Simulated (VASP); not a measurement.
# Si8O15 (a cell with a defect) in VASP: electric field gradients with PBE

Aim: the electric field gradients of Si8O15 (a cell with a defect) with PBE.

Everything below comes from runs of VASP 6.6.1. Logs are shortened: lines on timing, memory, paths and dates and some standing lists are left out, and cuts for length are marked.

### 1 The cell of the first run

The cell holds a defect, 23 atoms: a = 8.132 Å, b = 8.132 Å, c = 6.976 Å, α = 64.60°, β = 64.60°, γ = 50.80°.

### 2 Electric field gradients, PBE, collinear spin

The input, INCAR:

```
ALGO = Normal ; EDIFF = 1E-8
ENCUT = 520 ; GGA = PE
ISIF = 2 ; ISMEAR = -1
ISPIN = 2 ; LASPH = T
LCHARG = F ; LEFG = T
LORBIT = 11 ; LREAL = Auto
LWAVE = F ; MAGMOM = 0 0 0 0 0 0.5 0.5 0 0 0 0 0 0 0 0 0 0 0 0 0 0 0 0
NBANDS = 82 ; NELECT = 121.0
NELM = 150 ; PREC = Accurate
SIGMA = 0.01
```

The input, KPOINTS:

```
k-points
0
Gamma
  3 3 3
```

The input, POSCAR:

```
Si8O15
1.0
    0.0000000000      4.9329000000      6.4645000000
    4.9329000000      0.0000000000      6.4645000000
    4.9329000000      4.9329000000      0.0000000000
Si O
8 15
Direct
    0.2500000000      0.2500000000      0.5677050000
    0.7500000000      0.7500000000      0.0677050000
    0.9427050000      0.3072950000      0.3750000000
    0.4427050000      0.8072950000      0.8750000000
    0.0000000000      0.0000000000      0.1822950000
    0.5000000000      0.5000000000      0.6822950000
    0.5572950000      0.1927050000      0.1250000000
    0.0572950000      0.6927050000      0.6250000000
    0.9490800000      0.8528500000      0.4154900000
    0.5924200000      0.9595100000      0.1759200000
    0.0924200000      0.4595100000      0.6759200000
    0.1028500000      0.1990800000      0.5325800000
    0.6028500000      0.6990800000      0.0325800000
    0.7095100000      0.3424200000      0.5221500000
    0.2095100000      0.8424200000      0.0221500000
    0.9075800000      0.5404900000      0.2278500000
    0.4075800000      0.0404900000      0.7278500000
    0.3971500000      0.3009200000      0.3345100000
    0.8971500000      0.8009200000      0.8345100000
    0.7904900000      0.1575800000      0.0740800000
    0.2904900000      0.6575800000      0.5740800000
    0.0509200000      0.1471500000      0.2174200000
    0.5509200000      0.6471500000      0.7174200000
```

Potentials or basis: VASP PAW PBE potentials, release 64 (Si, O).

Command:

```
> cat potpaw_PBE.64/Si/POTCAR potpaw_PBE.64/O/POTCAR > POTCAR
> mpirun -np 1 vasp_std > vasp.out
```

OUTCAR:

```text
EDIFF = 1E-8
   ENCUT = 520
   GGA = PE
   ISIF = 2
   ISMEAR = -1
   ISPIN = 2
   LASPH = T
   LORBIT = 11
   LREAL = Auto
   NELECT = 121.0
   NELM = 150
   PREC = Accurate

 ion  position               nearest neighbor table
   1  0.250  0.250  0.568-  12 1.62  18 1.62  17 1.62  11 1.62   3 3.02   4 3.02   7 3.02   8 3.02

   2  0.750  0.750  0.068-  13 1.62  19 1.62  16 1.62  10 1.62   3 3.02   4 3.02   7 3.02   8 3.02

   3  0.943  0.307  0.375-  14 1.62  16 1.62  12 1.62  22 1.62   1 3.02   2 3.02   5 3.02   6 3.02

   4  0.443  0.807  0.875-  15 1.62  17 1.62  13 1.62  23 1.62   1 3.02   2 3.02   5 3.02   6 3.02

   5  0.000  0.000  0.182-   9 1.62  22 1.62  20 1.62  15 1.62   3 3.02   4 3.02   7 3.02   8 3.02

   6  0.500  0.500  0.682-  23 1.62  21 1.62  14 1.62   8 3.02   3 3.02   4 3.02   7 3.02
   7  0.557  0.193  0.125-  10 1.62  20 1.62  18 1.62   6 3.02   1 3.02   2 3.02   5 3.02
   8  0.057  0.693  0.625-  11 1.62  21 1.62  19 1.62   9 1.62   1 3.02   2 3.02   5 3.02   6 3.02

   9  0.949  0.853  0.415-   5 1.62   8 1.62
  10  0.592  0.960  0.176-   7 1.62   2 1.62
  11  0.092  0.460  0.676-   8 1.62   1 1.62
  12  0.103  0.199  0.533-   1 1.62   3 1.62
  13  0.603  0.699  0.033-   2 1.62   4 1.62
  14  0.710  0.342  0.522-   3 1.62   6 1.62
  15  0.210  0.842  0.022-   4 1.62   5 1.62
  16  0.908  0.540  0.228-   3 1.62   2 1.62
  17  0.408  0.040  0.728-   4 1.62   1 1.62
  18  0.397  0.301  0.335-   1 1.62   7 1.62
  19  0.897  0.801  0.835-   2 1.62   8 1.62
  20  0.790  0.158  0.074-   7 1.62   5 1.62
  21  0.290  0.658  0.574-   8 1.62   6 1.62
  22  0.051  0.147  0.217-   5 1.62   3 1.62
  23  0.551  0.647  0.717-   6 1.62   4 1.62

  LATTYP: Found a body centered tetragonal cell.
 ALAT       =     6.9761740818
 C/A-ratio  =     1.8533081096

  Lattice vectors:

 A1 = (  -4.9329000000,   0.0000000000,   6.4645000000)
 A2 = (   4.9329000000,   0.0000000000,   6.4645000000)
 A3 = (   0.0000000000,   4.9329000000,  -6.4645000000)

Analysis of symmetry for initial positions (statically):
=====================================================================
 Subroutine PRICEL returns:
 Original cell was already a primitive cell.

 Routine SETGRP: Setting up the symmetry group for a
 body centered tetragonal supercell.

 Subroutine GETGRP returns: Found  1 space group operations
 (whereof  1 operations were pure point group operations)
 out of a pool of 16 trial point group operations.

The static configuration has the point symmetry C_1 .

Analysis of symmetry for dynamics (positions and initial velocities):
=====================================================================
 Subroutine PRICEL returns:
 Original cell was already a primitive cell.

 Routine SETGRP: Setting up the symmetry group for a
 body centered tetragonal supercell.

 Subroutine GETGRP returns: Found  1 space group operations
 (whereof  1 operations were pure point group operations)
 out of a pool of 16 trial point group operations.

The dynamic configuration has the point symmetry C_1 .

Analysis of structural, dynamic, and magnetic symmetry:
=====================================================================
 Subroutine PRICEL returns:
 Original cell was already a primitive cell.

 Routine SETGRP: Setting up the symmetry group for a
 body centered tetragonal supercell.

 Subroutine GETGRP returns: Found  1 space group operations
 (whereof  1 operations were pure point group operations)
 out of a pool of 16 trial point group operations.

The overall configuration has the point symmetry C_1 .

 Subroutine INISYM returns: Found  1 space group operations
 (whereof  1 operations are pure point group operations),
 and found     1 'primitive' translations

----------------------------------------------------------------------------------------

                                     Primitive cell

  volume of cell :     314.6079

  direct lattice vectors                    reciprocal lattice vectors
     0.000000000  4.932900000  6.464500000    -0.101360255  0.101360255  0.077345502
     4.932900000  0.000000000  6.464500000     0.101360255 -0.101360255  0.077345502
[... 133 lines left out ...]
   IALGO  =     38    algorithm
   IMIX   =      4    mixing-type and parameters
     AMIX     =   0.40;   BMIX     =  1.00
     AMIX_MAG =   1.60;   BMIX_MAG =  1.00
  volume/ion in A,a.u.               =      13.68        92.31
  Fermi-wavevector in a.u.,A,eV,Ry     =   1.190548  2.249809 19.284947  1.417404
  Thomas-Fermi vector in A             =   2.326630
   LORBIT       =     11    0 simple, 1 ext, 2 COOP (PROOUT), +10 PAW based schemes
   GGA     = PE    functional components
   LHFCALC =     F    Hartree Fock is set to
   AEXX    =    0.0000 exact exchange contribution
   IVDW    =     0    specifies the selected vdW correction
   LEPSILON=     F    determine dielectric tensor
   LRPA    =     F    only Hartree local field effects (RPA)
 spin polarized calculation
  energy-cutoff  :      520.00
  volume of cell :      314.61
 maximum number of plane-waves:      8488
   NGX = 31   NGY = 31   NGZ = 25

 number of electron     121.0000015 magnetization       1.0000000

 Free energy of the ion-electron system (eV)
  ---------------------------------------------------
  ext. energy  EPLUGINS =         0.00000000
  ---------------------------------------------------
  free energy    TOTEN  =      -180.23249718 eV

  energy without entropy =     -180.23249718  energy(sigma->0) =     -180.23249718

 E-fermi :   1.0939     XC(G=0):  -8.7794

 val. band max:        0.7927918509   @ k =   0.3333  -0.0000   0.0000
 cond. band min:       1.6982760113   @ k =   0.0000   0.0000   0.0000
 fundamental gap:      0.9054841604
 Fermi energy:         1.0939165386

 spin component 1

 k-point     1 :       0.0000    0.0000    0.0000
  band No.  band energies     occupation
      1     -18.8105      1.00000
      2     -18.2805      1.00000
      3     -17.9341      1.00000
      4     -17.8854      1.00000
      5     -17.8473      1.00000
      6     -17.7654      1.00000
[... 1039 lines left out ...]
     71      10.1503      0.00000
     72      10.4324      0.00000
 Fermi energy:         1.0939165386

 spin component 2

 k-point     1 :       0.0000    0.0000    0.0000
  band No.  band energies     occupation
      1     -18.7637      1.00000
      2     -18.2042      1.00000
      3     -17.8807      1.00000
      4     -17.8404      1.00000
      5     -17.8026      1.00000
      6     -17.7321      1.00000
[... 1039 lines left out ...]
     71      10.2056      0.00000
     72      10.5250      0.00000
 [bands above 72 left out]

------------------------ aborting loop because EDIFF is reached ----------------------------------------

  FORCE on cell =-STRESS in cart. coord.  units (eV):
  Direction    XX          YY          ZZ          XY          YZ          ZX
  --------------------------------------------------------------------------------------
  -------------------------------------------------------------------------------------
  Total       -1.9350637     -6.1785702      2.2324829     -0.9147879      2.8822993      0.2424640
  in kB       -9.8545383    -31.4650924     11.3691804     -4.6586643     14.6784469      1.2347762
  external PRESSURE =      -9.9834834 kB  Pullay stress =       0.0000000 kB

 VOLUME and BASIS-vectors are now :
 -----------------------------------------------------------------------------
  energy-cutoff  :      520.00
  volume of cell :      314.61
      direct lattice vectors                 reciprocal lattice vectors
     0.000000000  4.932900000  6.464500000    -0.101360255  0.101360255  0.077345502
     4.932900000  0.000000000  6.464500000     0.101360255 -0.101360255  0.077345502
     4.932900000  4.932900000  0.000000000     0.101360255  0.101360255 -0.077345502

 POSITION                                       TOTAL-FORCE (eV/Angst)
 -----------------------------------------------------------------------------------
      4.03366      4.03366      3.23225         0.502436     -0.070094     -0.932119
      4.03366      4.03366      9.69675        -1.112665     -0.039424     -0.267447
      3.36569      6.50011      8.08063        -0.530138      0.478823      0.532425
      8.29859      6.50011      8.08063         1.111181      0.276312      0.210771
      0.89924      0.89924      0.00000        -0.180169      0.610538      0.223934
      5.83214      5.83214      6.46450        -0.602811     -0.468463      1.395349
[... 15 lines left out ...]
      1.79839      1.32369      1.28042         0.111246     -0.036438      0.155029
      6.73129      6.25659      7.74492        -0.606938      0.218231     -0.826418
 -----------------------------------------------------------------------------------
    total drift:                               -0.006894     -0.011002     -0.003043

  FREE ENERGIE OF THE ION-ELECTRON SYSTEM (eV)
  ---------------------------------------------------
  free  energy   TOTEN  =      -180.2324971814 eV

  energy  without entropy=     -180.2324971814  energy(sigma->0) =     -180.23249718

 Electric field gradients (V/A^2)
---------------------------------------------------------------------
 ion       V_xx      V_yy      V_zz      V_xy      V_xz      V_yz
---------------------------------------------------------------------
   1      -2.909    -4.878     7.786     0.994    -5.821     0.970
   2       0.427    -4.567     4.140    -0.152    -0.552     1.383
   3      -3.338    -4.832     8.170    -2.210    -5.850    -0.730
   4       0.403    -5.120     4.717     0.296     0.012    -2.560
   5      -5.282     1.477     3.804    -1.000     1.301     0.723
   6     -23.704    -3.516    27.219     9.713    -9.617   -36.902
[... 15 lines left out ...]
  22      50.539   -48.559    -1.979    23.877    46.726    23.201
  23      26.796   -62.779    35.984    25.825    48.772    -1.685
---------------------------------------------------------------------

 Electric field gradients after diagonalization (V/A^2)
 (convention: |V_zz| > |V_xx| > |V_yy|)
----------------------------------------------------------------------
 ion       V_xx      V_yy      V_zz     asymmetry (V_yy - V_xx)/ V_zz
----------------------------------------------------------------------
   1      -6.510    -3.849    10.359       0.257
   2       4.435     0.348    -4.783       0.855
   3      -7.681    -2.943    10.624       0.446
   4       5.344     0.416    -5.760       0.856
   5       4.119     1.513    -5.632       0.463
   6     -29.972   -24.160    54.132       0.107
[... 15 lines left out ...]
  22     -58.409   -27.286    85.695       0.363
  23     -72.011   -10.214    82.225       0.752
----------------------------------------------------------------------

           NMR quadrupolar parameters

 Cq : quadrupolar parameter    Cq=e*Q*V_zz/h
 eta: asymmetry parameters     (V_yy - V_xx)/ V_zz
 Q  : nuclear electric quadrupole moment in mb (millibarn)
----------------------------------------------------------------------
 ion       Cq(MHz)       eta       Q (mb)
----------------------------------------------------------------------
   1       0.025       0.257       1.000
   2      -0.012       0.855       1.000
   3       0.026       0.446       1.000
   4      -0.014       0.856       1.000
   5      -0.014       0.463       1.000
   6       0.131       0.107       1.000
[... 15 lines left out ...]
  22       0.207       0.363       1.000
  23       0.199       0.752       1.000
----------------------------------------------------------------------

 total charge

# of ion       s       p       d       tot
------------------------------------------
    1        0.645   0.991   0.000   1.636
    2        0.645   0.992   0.000   1.637
    3        0.645   0.990   0.000   1.635
    4        0.645   0.992   0.000   1.637
    5        0.644   0.988   0.000   1.632
    6        0.665   0.902   0.000   1.567
[... 15 lines left out ...]
   22        1.551   3.678   0.000   5.230
   23        1.560   3.646   0.000   5.205
--------------------------------------------------
tot         28.493  62.790   0.000  91.283

 magnetization (x)

# of ion       s       p       d       tot
------------------------------------------
    1        0.001   0.001   0.000   0.002
    2       -0.000  -0.000   0.000  -0.000
    3        0.000   0.001   0.000   0.002
    4       -0.000  -0.000   0.000  -0.001
    5        0.002   0.004   0.000   0.006
    6        0.023   0.052   0.000   0.076
[... 15 lines left out ...]
   22        0.000   0.006   0.000   0.006
   23        0.002   0.067   0.000   0.068
--------------------------------------------------
tot          0.078   0.422   0.000   0.500
```

Wall time 17 min (1 thread of Intel Xeon 6975P-C (Granite Rapids), shared host); peak memory 0.84 GiB.

What came out:

```
Free energy                                           : -180.2325 eV
Largest force                                         : 1.697 eV/Å
Net moment                                            : 1.00 μB per cell
Site moments                                          : Si +0.00, -0.00, +0.01, +0.08, +0.10; O +0.01, +0.05, +0.00, +0.04, +0.07 μB
Valence electrons inside the program's atomic spheres : Si 1.64, 1.63, 1.57, 1.56; O 5.23, 5.21, 5.22, 5.20
```

Forces on the atoms (eV/Å):
```
Si   0.502 -0.070 -0.932
Si  -1.113 -0.039 -0.267
Si  -0.530  0.479  0.532
Si   1.111  0.276  0.211
Si  -0.180  0.611  0.224
Si  -0.603 -0.468  1.395
Si   0.199  1.675  0.184
Si   0.344 -0.852 -0.872
O    0.036  0.029 -0.107
O    0.754 -0.854  0.373
O   -0.055  0.237  0.031
O   -0.077 -0.059 -0.148
O   -0.031 -0.042 -0.191
O    0.989 -0.064 -1.337
O   -0.211 -0.092 -0.250
O    0.231 -0.048  0.192
O   -0.095 -0.044  0.386
O   -0.883 -0.875  1.000
O    0.077  0.043  0.302
O    0.118 -1.270 -0.178
O   -0.086  1.244  0.122
O    0.111 -0.036  0.155
O   -0.607  0.218 -0.826
```

Electric field gradients, principal values (V/Å²):
| atom | least | middle | greatest (by size) |
| --- | --- | --- | --- |
| 1 Si | -3.849 | -6.510 | 10.359 |
| 2 Si | 0.348 | 4.435 | -4.783 |
| 3 Si | -2.943 | -7.681 | 10.624 |
| 4 Si | 0.416 | 5.344 | -5.760 |
| 5 Si | 1.513 | 4.119 | -5.632 |
| 6 Si | -24.160 | -29.972 | 54.132 |
| 7 Si | -17.983 | -27.375 | 45.358 |
| 8 Si | -3.275 | -6.164 | 9.439 |
| 9 O | -27.496 | -59.668 | 87.164 |
| 10 O | -22.030 | -65.733 | 87.763 |
| 11 O | -29.618 | -55.092 | 84.710 |
| 12 O | -30.544 | -56.536 | 87.080 |
| 13 O | -30.096 | -57.514 | 87.609 |
| 14 O | -43.818 | -52.848 | 96.666 |
| 15 O | -30.128 | -57.984 | 88.111 |
| 16 O | -29.856 | -55.235 | 85.091 |
| 17 O | -31.236 | -55.061 | 86.296 |
| 18 O | -45.558 | -51.947 | 97.505 |
| 19 O | -32.409 | -55.560 | 87.969 |
| 20 O | -37.385 | -64.502 | 101.887 |
| 21 O | -6.922 | -79.516 | 86.439 |
| 22 O | -27.286 | -58.409 | 85.695 |
| 23 O | -10.214 | -72.011 | 82.225 |

Caveat: the cell carries a net charge on a neutralising background, which shifts energy and pressure; the cell is charged against a uniform background, so pressure and absolute levels hang on convention; without QUAD_EFG the Cq values of the log hold for a quadrupole moment of 1 mb, not for the nuclei.
